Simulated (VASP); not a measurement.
# CdTe (Fm-3m) in VASP: elastic constants with PBEsol

Aim: the elastic constants of CdTe with PBEsol.

Program: VASP 6.6.1. These are calculated values, not measurements. Logs are shortened: lines on timing, memory, paths and dates and some standing lists are left out, and cuts for length are marked.

## (1) The cell of the first run

The structure is cubic, space group Fm-3m (No. 225). The conventional cell has a = 5.996 Å, b = 5.996 Å, c = 5.996 Å, α = 90.00°, β = 90.00°, γ = 90.00°. Within 3.9 Å of Cd (site symmetry m-3m) lie 6 Te at 3.00 Å. Te (site symmetry m-3m) has 6 Cd at 3.00 Å within 3.9 Å.

## (2) Elastic constants, PBEsol

The input, INCAR:

```
SYSTEM = CdTe
ALGO = Normal
EDIFF = 1E-8
ENCUT = 600
GGA = PS
IBRION = 6
ISIF = 3
ISMEAR = 0
LASPH = .True.
LCHARG = .False.
LREAL = .False.
LWAVE = .False.
NBANDS = 16
NELM = 100
NFREE = 2
NSW = 1
POTIM = 0.015
PREC = Accurate
SIGMA = 0.05
```

The input, KPOINTS:

```
k-points
0
Gamma
  8 8 8
  0 0 0
```

The input, POSCAR:

```
CdTe
1.0
    0.0000000000      2.9980050306      2.9980050306
    2.9980050306      0.0000000000      2.9980050306
    2.9980050306      2.9980050306      0.0000000000
Cd Te
1 1
Direct
    0.5000000000      0.5000000000      0.5000000000
    0.0000000000      0.0000000000      0.0000000000
```

Potentials or basis: VASP PAW PBE potentials, release 64 (Cd, Te).

Started as:

```
> cat potpaw_PBE.64/Cd/POTCAR potpaw_PBE.64/Te/POTCAR > POTCAR
> mpirun -np 1 vasp_std > vasp.out
```

OUTCAR:

```text
SYSTEM = CdTe
   EDIFF = 1E-8
   ENCUT = 600
   GGA = PS
   IBRION = 6
   ISIF = 3
   ISMEAR = 0
   LASPH = .True.
   LREAL = .False.
   NELM = 100
   NFREE = 2
   NSW = 1
   POTIM = 0.015
   PREC = Accurate

 ion  position               nearest neighbor table
   1  0.500  0.500  0.500-   2 3.00   2 3.00   2 3.00   2 3.00   2 3.00   2 3.00
   2  0.000  0.000  0.000-   1 3.00   1 3.00   1 3.00   1 3.00   1 3.00   1 3.00

  LATTYP: Found a face centered cubic cell.
 ALAT       =     5.9960100612

  Lattice vectors:

 A1 = (   0.0000000000,   2.9980050306,   2.9980050306)
 A2 = (   2.9980050306,   0.0000000000,   2.9980050306)
 A3 = (   2.9980050306,   2.9980050306,   0.0000000000)

Analysis of symmetry for initial positions (statically):
=====================================================================
 Subroutine PRICEL returns:
 Original cell was already a primitive cell.

 Routine SETGRP: Setting up the symmetry group for a
 face centered cubic supercell.

 Subroutine GETGRP returns: Found 48 space group operations
 (whereof 48 operations were pure point group operations)
 out of a pool of 48 trial point group operations.

The static configuration has the point symmetry O_h .

Analysis of symmetry for dynamics (positions and initial velocities):
=====================================================================
 Subroutine PRICEL returns:
 Original cell was already a primitive cell.

 Routine SETGRP: Setting up the symmetry group for a
 face centered cubic supercell.

 Subroutine GETGRP returns: Found 48 space group operations
 (whereof 48 operations were pure point group operations)
 out of a pool of 48 trial point group operations.

The dynamic configuration has the point symmetry O_h .

 Subroutine INISYM returns: Found 48 space group operations
 (whereof 48 operations are pure point group operations),
 and found     1 'primitive' translations

----------------------------------------------------------------------------------------

                                     Primitive cell

  volume of cell :      53.8923

  direct lattice vectors                    reciprocal lattice vectors
     0.000000000  2.998005031  2.998005031    -0.166777572  0.166777572  0.166777572
     2.998005031  0.000000000  2.998005031     0.166777572 -0.166777572  0.166777572
     2.998005031  2.998005031  0.000000000     0.166777572  0.166777572 -0.166777572

  length of vectors
     4.239819374  4.239819374  4.239819374     0.288867228  0.288867228  0.288867228

  position of ions in fractional coordinates (direct lattice)
     0.500000000  0.500000000  0.500000000
     0.000000000  0.000000000  0.000000000

  ion indices of the primitive-cell ions
   primitive index   ion index
                 1           1
                 2           2

----------------------------------------------------------------------------------------

 KPOINTS: k-points

Automatic generation of k-mesh.
 Grid dimensions read from file:
 generate k-points for:    8    8    8

 Generating k-lattice:

[... 98 lines left out ...]
 NGX is ok and might be reduce to    36
   NGX = 17   NGY = 17   NGZ = 17

--------------------------------------- Ionic step        1  -------------------------------------------

 number of electron      18.0000003 magnetization

 Free energy of the ion-electron system (eV)
  ---------------------------------------------------
  ext. energy  EPLUGINS =         0.00000000
  ---------------------------------------------------
  free energy    TOTEN  =        -5.25460289 eV

  energy without entropy =       -5.25362161  energy(sigma->0) =       -5.25411225

------------------------ aborting loop because EDIFF is reached ----------------------------------------

  FORCE on cell =-STRESS in cart. coord.  units (eV):
  Direction    XX          YY          ZZ          XY          YZ          ZX
  --------------------------------------------------------------------------------------
  -------------------------------------------------------------------------------------
  Total        0.0667770      0.0667770      0.0667770      0.0000000      0.0000000     -0.0000000
  in kB        1.9852267      1.9852267      1.9852267      0.0000000      0.0000000     -0.0000000
  external PRESSURE =       1.9852267 kB  Pullay stress =       0.0000000 kB
[... 89 lines left out ...]
  FREE ENERGIE OF THE ION-ELECTRON SYSTEM (eV)
  ---------------------------------------------------
  free  energy   TOTEN  =        -5.2491584290 eV

  energy  without entropy=       -5.2480479003  energy(sigma->0) =       -5.24860316

[... ionic steps 4 to 14 ...]

--------------------------------------- Ionic step       15  -------------------------------------------

 number of electron      18.0000002 magnetization

------------------------ aborting loop because EDIFF is reached ----------------------------------------
[... 67 lines left out ...]
--------------------------------------- Ionic step       17  -------------------------------------------

 number of electron      18.0000003 magnetization

 Free energy of the ion-electron system (eV)
  ---------------------------------------------------
  ext. energy  EPLUGINS =         0.00000000
  ---------------------------------------------------
  free energy    TOTEN  =        -5.25440324 eV

  energy without entropy =       -5.25341991  energy(sigma->0) =       -5.25391157

 E-fermi :   4.3073     XC(G=0): -10.1382

 val. band max:        4.2674989640   @ k =   0.0000  -0.1250   0.1250
 cond. band min:       4.3374172174   @ k =   0.5000   0.0000   0.0000
 fundamental gap:      0.0699182534
 Fermi energy:         4.3072928469

 k-point     1 :       0.0000    0.0000    0.0000
  band No.  band energies     occupation
      1      -7.6261      2.00000
      2      -4.0052      2.00000
      3      -4.0048      2.00000
      4      -3.9588      2.00000
      5      -3.9588      2.00000
      6      -3.9587      2.00000
[... 433 lines left out ...]
      3      -4.0013      2.00000
      4      -3.9642      2.00000
      5      -3.8461      2.00000
      6      -3.7070      2.00000
[... 8 lines left out ...]
     15      13.7711      0.00000
     16      16.5698      0.00000

 [... further k-points ...]
[... 5 lines left out ...]
  --------------------------------------------------------------------------------------
  -------------------------------------------------------------------------------------
  Total        0.0720072      0.0664019      0.0664019      0.0000000      0.0000000      0.0000000
  in kB        2.1407180      1.9740760      1.9740760      0.0000000      0.0000000      0.0000000
  external PRESSURE =       2.0296233 kB  Pullay stress =       0.0000000 kB
[... 17 lines left out ...]
  FREE ENERGIE OF THE ION-ELECTRON SYSTEM (eV)
  ---------------------------------------------------
  free  energy   TOTEN  =        -5.2544032360 eV

  energy  without entropy=       -5.2534199053  energy(sigma->0) =       -5.25391157

 INTERNAL STRAIN TENSORS FROM STRAINED CELLS
 ============================================

 INTERNAL STRAIN TENSOR FOR ION    1 for displacements in x,y,z  (eV/Angst):
          X           Y           Z          XY          YZ          ZX
  --------------------------------------------------------------------------------
  x     0.00000     0.00000    -0.00000     0.00000     0.00000    -0.00000
  y     0.00000     0.00000     0.00000     0.00000     0.00000     0.00000
  z     0.00000    -0.00000     0.00000     0.00000    -0.00000     0.00000

 INTERNAL STRAIN TENSORS FROM DISPLACED ATOMS
 ============================================

 INTERNAL STRAIN TENSOR FOR ION    1 for displacements in x,y,z  (eV/Angst):
          X           Y           Z          XY          YZ          ZX
  --------------------------------------------------------------------------------
  x     0.00000     0.00000     0.00000     0.00000     0.00000     0.00000
  y     0.00000     0.00000     0.00000     0.00000     0.00000     0.00000
  z     0.00000     0.00000     0.00000     0.00000     0.00000     0.00000

 INTERNAL STRAIN TENSOR FOR ION    2 for displacements in x,y,z  (eV/Angst):
          X           Y           Z          XY          YZ          ZX
  --------------------------------------------------------------------------------
  x     0.00000     0.00000     0.00000     0.00000     0.00000     0.00000
  y     0.00000     0.00000     0.00000     0.00000     0.00000     0.00000
  z     0.00000     0.00000     0.00000     0.00000     0.00000     0.00000

 Eigenvectors and eigenvalues of the dynamical matrix
 ----------------------------------------------------

   1 f  =    2.697719 THz    16.950266 2PiTHz   89.986209 cm-1    11.156863 meV
             X         Y         Z           dx          dy          dz
      2.998005  2.998005  2.998005     0.730119   -0.000000   -0.000000
      0.000000  0.000000  0.000000    -0.683320    0.000000    0.000000
[... 21 lines left out ...]
   6 f/i=    0.003870 THz     0.024317 2PiTHz    0.129095 cm-1     0.016006 meV
             X         Y         Z           dx          dy          dz
      2.998005  2.998005  2.998005     0.256048   -0.537988   -0.334565
      0.000000  0.000000  0.000000     0.273585   -0.574834   -0.357479

--------------------------------------------------------------------------------------------------------

 ELASTIC MODULI CONTR FROM IONIC RELAXATION (kBar)
 Direction    XX          YY          ZZ          XY          YZ          ZX
 --------------------------------------------------------------------------------
 XX           0.0000      0.0000      0.0000      0.0000      0.0000      0.0000
 YY           0.0000      0.0000      0.0000      0.0000      0.0000      0.0000
 ZZ           0.0000      0.0000      0.0000      0.0000      0.0000      0.0000
 XY           0.0000      0.0000      0.0000      0.0000      0.0000      0.0000
 YZ           0.0000      0.0000      0.0000      0.0000      0.0000      0.0000
 ZX           0.0000      0.0000      0.0000      0.0000      0.0000      0.0000
 --------------------------------------------------------------------------------

 TOTAL ELASTIC MODULI (kBar)
 Direction    XX          YY          ZZ          XY          YZ          ZX
 --------------------------------------------------------------------------------
 XX        1085.6209    319.4816    319.4816      0.0000      0.0000      0.0000
 YY         319.4816   1085.6209    319.4816      0.0000      0.0000      0.0000
 ZZ         319.4816    319.4816   1085.6209     -0.0000     -0.0000     -0.0000
 XY           0.0000      0.0000     -0.0000    145.8848      0.0000      0.0000
 YZ           0.0000      0.0000     -0.0000      0.0000    145.8848      0.0000
 ZX           0.0000      0.0000     -0.0000      0.0000      0.0000    145.8848
 --------------------------------------------------------------------------------
```

It took 8.7 min on 1 thread of Intel Xeon 6975P-C (Granite Rapids), shared host; peak memory 0.39 GiB.

What came out:

```yaml
Elastic_constants_C11_C12_C44: 109, 32, 15 GPa
Voigt_bulk_modulus: 57 GPa
Highest_phonon_frequency_at_Γ_LO-TO_splitting_left_out: 90 cm⁻¹
```

Phonon frequencies in cm⁻¹ (negative: imaginary):
```csv
q point,frequencies
"(0.000, 0.000, 0.000)",0 0 0 90 90 90
```

Elastic tensor in Voigt notation (GPa, in the Cartesian axes of the cell as first typed):
```
109  32  32   0   0   0
 32 109  32   0   0   0
 32  32 109   0   0   0
  0   0   0  15   0   0
  0   0   0   0  15   0
  0   0   0   0   0  15
```

Clamped-ion elastic tensor (GPa):
```
109  32  32   0   0   0
 32 109  32   0   0   0
 32  32 109   0   0   0
  0   0   0  15   0   0
  0   0   0   0  15   0
  0   0   0   0   0  15
```

Caveat: the PAW data sets were made with another functional, which shifts forces and pressure a little; spin-orbit coupling is left out, which moves the levels of the heavy elements.
